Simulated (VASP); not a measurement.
# Sn (C2/c) in VASP: single point with PBE

Aim: the single point of Sn with PBE.

Program: VASP 6.6.1. These are calculated values, not measurements. Logs are shortened: lines on timing, memory, paths and dates and some standing lists are left out, and cuts for length are marked.

## (1) The cell of the first run

The structure is monoclinic, space group C2/c (No. 15). Conventional cell: a = 10.341 Å, b = 4.525 Å, c = 10.305 Å, α = 90.00°, β = 108.48°, γ = 90.00°. Sn (site symmetry -1) has 12 Sn at 3.24 to 3.94 Å within 4.3 Å. Sn (site symmetry 2) has 12 Sn at 3.23 to 3.88 Å within 4.2 Å. Within 4.2 Å of Sn (site symmetry 1) lie 12 Sn at 3.23 to 3.94 Å.

## (2) Single point, PBE

INCAR

```
ALGO = Fast
EDIFF = 1E-7
ENCUT = 520
GGA = PE
ISIF = 2
ISMEAR = 0
LASPH = T
LCHARG = F
LREAL = F
LWAVE = F
NBANDS = 66
NELM = 80
PREC = Accurate
SIGMA = 0.1
```

KPOINTS

```
k-points
0
Gamma
  4 4 2
```

POSCAR

```
Sn
1.0
    5.1704645251     -2.2627010000      0.0000000000
    5.1704645251      2.2627010000      0.0000000000
   -3.2662226444      0.0000000000      9.7734708863
Sn
8
Direct
    0.5000000000      0.5000000000      0.0000000000
    0.5000000000      0.5000000000      0.5000000000
    0.9945300000      0.0054700000      0.2500000000
    0.0054700000      0.9945300000      0.7500000000
    0.2424530000      0.2520930000      0.1223180000
    0.7479070000      0.7575470000      0.3776820000
    0.7575470000      0.7479070000      0.8776820000
    0.2520930000      0.2424530000      0.6223180000
```

Potentials or basis: VASP PAW PBE potentials, release 64 (Sn_d).

On the command line:

```bash
cat potpaw_PBE.64/Sn_d/POTCAR > POTCAR
mpirun -np 1 vasp_std > vasp.out
```

OUTCAR:

```text
EDIFF = 1E-7
   ENCUT = 520
   GGA = PE
   ISIF = 2
   ISMEAR = 0
   LASPH = T
   LREAL = F
   NELM = 80
   PREC = Accurate

 ion  position               nearest neighbor table
   1  0.500  0.500  0.000-   5 3.24   7 3.24   5 3.33   7 3.33   7 3.36   5 3.36   3 3.41   4 3.41
                             3 3.45   4 3.45
   2  0.500  0.500  0.500-   6 3.24   8 3.24   8 3.33   6 3.33   8 3.36   6 3.36   3 3.41   4 3.41
                             3 3.45   4 3.45
   3  0.995  0.005  0.250-   5 3.23   6 3.23   6 3.39   5 3.39   5 3.39   6 3.39   1 3.41   2 3.41
                             2 3.45   1 3.45
   4  0.005  0.995  0.750-   7 3.23   8 3.23   7 3.39   8 3.39   7 3.39   8 3.39   1 3.41   2 3.41
                             2 3.45   1 3.45
   5  0.242  0.252  0.122-   3 3.23   1 3.24   1 3.33   1 3.36   7 3.37   3 3.39   3 3.39   7 3.43
                             6 3.46   6 3.46
   6  0.748  0.758  0.378-   3 3.23   2 3.24   2 3.33   2 3.36   8 3.37   3 3.39   3 3.39   8 3.43
                             5 3.46   5 3.46
   7  0.758  0.748  0.878-   4 3.23   1 3.24   1 3.33   1 3.36   5 3.37   4 3.39   4 3.39   5 3.43
                             8 3.46   8 3.46
   8  0.252  0.242  0.622-   4 3.23   2 3.24   2 3.33   2 3.36   6 3.37   4 3.39   4 3.39   6 3.43
                             7 3.46   7 3.46

  LATTYP: Found a base centered monoclinic cell.
 ALAT       =    10.3409290502
 B/A-ratio  =     0.4376204476
 C/A-ratio  =     0.9965063985
 COS(beta)  =    -0.3169612241

  Lattice vectors:

 A1 = (   5.1704645251,  -2.2627010000,   0.0000000000)
 A2 = (   5.1704645251,   2.2627010000,   0.0000000000)
 A3 = (  -3.2662226444,   0.0000000000,   9.7734708863)

Analysis of symmetry for initial positions (statically):
=====================================================================
 Subroutine PRICEL returns:
 Original cell was already a primitive cell.

 Routine SETGRP: Setting up the symmetry group for a
 base centered monoclinic supercell.

 Subroutine GETGRP returns: Found  4 space group operations
 (whereof  2 operations were pure point group operations)
 out of a pool of  4 trial point group operations.

The static configuration has the point symmetry S_2 .
 The point group associated with its full space group is C_2h.

Analysis of symmetry for dynamics (positions and initial velocities):
=====================================================================
 Subroutine PRICEL returns:
 Original cell was already a primitive cell.

 Routine SETGRP: Setting up the symmetry group for a
 base centered monoclinic supercell.

[... 114 lines left out ...]
   POTIM  = 0.5000    time-step for ionic-motion
   TEBEG  =    0.0;   TEEND  =   0.0 temperature during run
   PSTRESS=    0.0 pullay stress
   NELECT =     112.0000    total number of electrons
   NUPDOWN=      -1.0000    fix difference up-down
   EMIN   =  10.00;   EMAX   =-10.00  energy-range for DOS
   EFERMI =   0.00;   METHOD = LEGACY
   ISMEAR =     0;   SIGMA  =   0.10  broadening in eV -4-tet -1-fermi 0-gaus
   EFERMI_NEDOS =   21; number of points for ismear=-14 and -15
   IALGO  =     68    algorithm
   IMIX   =      4    mixing-type and parameters
     AMIX     =   0.40;   BMIX     =  1.00
     AMIX_MAG =   1.60;   BMIX_MAG =  1.00
  volume/ion in A,a.u.               =      28.59       192.90
  Fermi-wavevector in a.u.,A,eV,Ry     =   1.290434  2.438566 22.656677  1.665219
  Thomas-Fermi vector in A             =   2.422265
   LORBIT       =      0    0 simple, 1 ext, 2 COOP (PROOUT), +10 PAW based schemes
   GGA     = PE    functional components
   LHFCALC =     F    Hartree Fock is set to
   AEXX    =    0.0000 exact exchange contribution
   IVDW    =     0    specifies the selected vdW correction
   LEPSILON=     F    determine dielectric tensor
   LRPA    =     F    only Hartree local field effects (RPA)
 non-spin polarized calculation
 RMM-DIIS sequential band-by-band and
 Gauss-broadening in eV      SIGMA  =   0.10
  energy-cutoff  :      520.00
  volume of cell :      228.68
 maximum number of plane-waves:      6184
 NGX is ok and might be reduce to    42
   NGX = 21   NGY = 21   NGZ = 39

 number of electron     112.0000010 magnetization

 Free energy of the ion-electron system (eV)
  ---------------------------------------------------
  ext. energy  EPLUGINS =         0.00000000
  ---------------------------------------------------
  free energy    TOTEN  =       -30.17861453 eV

  energy without entropy =      -30.15791883  energy(sigma->0) =      -30.16826668

 E-fermi :   7.5856     XC(G=0): -10.1153

 val. band max:        7.5676402658   @ k =   0.2500   0.2500   0.0000
 cond. band min:       7.6279502286   @ k =   0.2500   0.0000   0.5000
 fundamental gap:      0.0603099628
 Fermi energy:         7.5855501292

 k-point     1 :       0.0000    0.0000    0.0000
  band No.  band energies     occupation
      1     -14.0976      2.00000
      2     -14.0618      2.00000
      3     -14.0570      2.00000
      4     -14.0549      2.00000
      5     -14.0423      2.00000
      6     -14.0403      2.00000
[... 955 lines left out ...]
     65      10.8243      0.00000
     66      10.8896      0.00000

------------------------ aborting loop because EDIFF is reached ----------------------------------------

  FORCE on cell =-STRESS in cart. coord.  units (eV):
  Direction    XX          YY          ZZ          XY          YZ          ZX
  --------------------------------------------------------------------------------------
  -------------------------------------------------------------------------------------
  Total       -0.9307162     -0.2201121     -0.8554780      0.0000000      0.0000000      1.1178494
  in kB       -6.5206710     -1.5421231     -5.9935466      0.0000000      0.0000000      7.8317415
  external PRESSURE =      -4.6854469 kB  Pullay stress =       0.0000000 kB

 VOLUME and BASIS-vectors are now :
 -----------------------------------------------------------------------------
  energy-cutoff  :      520.00
  volume of cell :      228.68
      direct lattice vectors                 reciprocal lattice vectors
     5.170464525 -2.262701000  0.000000000     0.096703110 -0.220974844  0.032317474
     5.170464525  2.262701000  0.000000000     0.096703110  0.220974844  0.032317474
    -3.266222644  0.000000000  9.773470886     0.000000000  0.000000000  0.102317796

 POSITION                                       TOTAL-FORCE (eV/Angst)
 -----------------------------------------------------------------------------------
      5.17046      0.00000      0.00000         0.000000      0.000000      0.000000
      3.53735      0.00000      4.88674         0.000000      0.000000      0.000000
      4.35391     -2.23795      2.44337         0.000000     -0.023124     -0.000000
      2.72080      2.23795      7.33010         0.000000      0.023124      0.000000
      2.15751      0.02181      1.19547         0.035895     -0.026807      0.024956
      6.55030      0.02181      3.69126        -0.035895     -0.026807     -0.024956
      4.91719     -0.02181      8.57800        -0.035895      0.026807     -0.024956
      0.52440     -0.02181      6.08221         0.035895      0.026807      0.024956
 -----------------------------------------------------------------------------------
    total drift:                                0.000000      0.000000     -0.000000

  FREE ENERGIE OF THE ION-ELECTRON SYSTEM (eV)
  ---------------------------------------------------
  free  energy   TOTEN  =       -30.1786145323 eV

  energy  without entropy=      -30.1579188328  energy(sigma->0) =      -30.16826668
```

OSZICAR:

```text
N       E                     dE             d eps       ncg     rms          rms(c)
DAV:   1     0.134583659653E+04    0.13458E+04   -0.54054E+04  1938   0.267E+03
DAV:   2     0.203648544352E+03   -0.11422E+04   -0.11235E+04  1848   0.734E+02
DAV:   3    -0.132730270675E+02   -0.21692E+03   -0.20839E+03  1962   0.246E+02
[... 10 lines left out ...]
RMM:  14    -0.301786116555E+02    0.47859E-07   -0.64094E-06  2279   0.183E-02    0.113E-02
RMM:  15    -0.301786134163E+02   -0.17608E-05   -0.23342E-06  2551   0.727E-03    0.581E-03
RMM:  16    -0.301786139304E+02   -0.51410E-06   -0.26543E-07  1325   0.351E-03    0.441E-03
RMM:  17    -0.301786140591E+02   -0.12870E-06   -0.23963E-07  1182   0.378E-03    0.273E-03
RMM:  18    -0.301786145396E+02   -0.48050E-06   -0.26573E-07  1356   0.381E-03    0.318E-04
RMM:  19    -0.301786145323E+02    0.72723E-08   -0.69817E-08  1112   0.156E-03
   1 F= -.30178615E+02 E0= -.30168267E+02  d E =-.206957E-01
```

Run time: 5.2 min. Hardware: 1 thread of Intel Xeon Platinum 8488C (Sapphire Rapids), shared host; peak memory 0.44 GiB.

What came out:

```
Free energy            : -30.1786 eV
Pressure               : -0.5 GPa
Largest force          : 0.051 eV/Å
Band gap on the k mesh : zero (band 56 reaches 8.92 eV, above the bottom of band 57 at 7.15 eV)
```

Forces in eV/Å, atoms in the order of the input:
```
Sn   0.000  0.000  0.000
Sn   0.000  0.000  0.000
Sn   0.000 -0.023  0.000
Sn   0.000  0.023  0.000
Sn   0.036 -0.027  0.025
Sn  -0.036 -0.027 -0.025
Sn  -0.036  0.027 -0.025
Sn   0.036  0.027  0.025
```

Caveat: the k points lie up to 0.38 Å⁻¹ apart; spin-orbit coupling is left out, which moves the levels of the heavy elements.
